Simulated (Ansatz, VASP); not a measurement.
## AlN: VASP beside Ansatz

File INCAR:

```
  PREC = Accurate
  ENCUT = 520
  EDIFF = 1E-6
  ISMEAR = 0
  SIGMA = 0.05
  LREAL = False
  LASPH = True
  NELM = 100
  ALGO = Normal
  ISIF = 2
  LWAVE = False
  LCHARG = False
  GGA = PS
  IVDW = 12
  NBANDS = 11
```

The input KPOINTS:

```
Automatic mesh
0
Gamma
  10 10 10
```

POSCAR

```
AlN
1.0
    0.0000000000      2.0079603483      2.0079603483
    2.0079603483      0.0000000000      2.0079603483
    2.0079603483      2.0079603483      0.0000000000
Al N
1 1
Direct
    0.0000000000      0.0000000000      0.0000000000
    0.5000000000      0.5000000000      0.5000000000
```

Input for Ansatz:

```yaml
crystal:
  lattice:
    - [0.0, 2.0079603483, 2.0079603483]
    - [2.0079603483, 0.0, 2.0079603483]
    - [2.0079603483, 2.0079603483, 0.0]
  atoms:
    - { symbol: Al, position: [0.0, 0.0, 0.0] }
    - { symbol: "N", position: [0.5, 0.5, 0.5] }
basis:
  ecutwfc: 420
  ecutrho_ratio: 4
kpoints:
  mp_grid: { grid: [10, 10, 10] }
hamiltonian:
  xc: pbesol
  dispersion: d3bj
scf:
  occupations: { method: gaussian, width: 0.05 }
output:
  forces: true
  stress: true
  eigenvalues: true
```

Alike in both runs: task single point; functional PBEsol; dispersion D3(BJ); k mesh 10 × 10 × 10; occupations gaussian, width 0.05 eV; no spin polarisation.

```csv
,VASP,Ansatz
version,VASP 6.6.1,Ansatz 0.2.0
potentials or method,"VASP PAW PBE potentials, release 64 (Al, N), cutoff 520 eV","scalar-relativistic, plane waves, PAW"
valence electrons in the cell,8,8
```

Ansatz gave:

```
gap on the k mesh at the Fermi level (eV) : 4.76
least direct gap on the mesh (eV)         : 5.94
pressure (GPa)                            : 0.2
```

**Question.** Which values does VASP return?

**Answer.** gap on the k mesh at the Fermi level (eV): 4.75; least direct gap on the mesh (eV): 5.97; pressure (GPa): 0.1.

VASP's potentials were made for PBE, not for PBEsol.
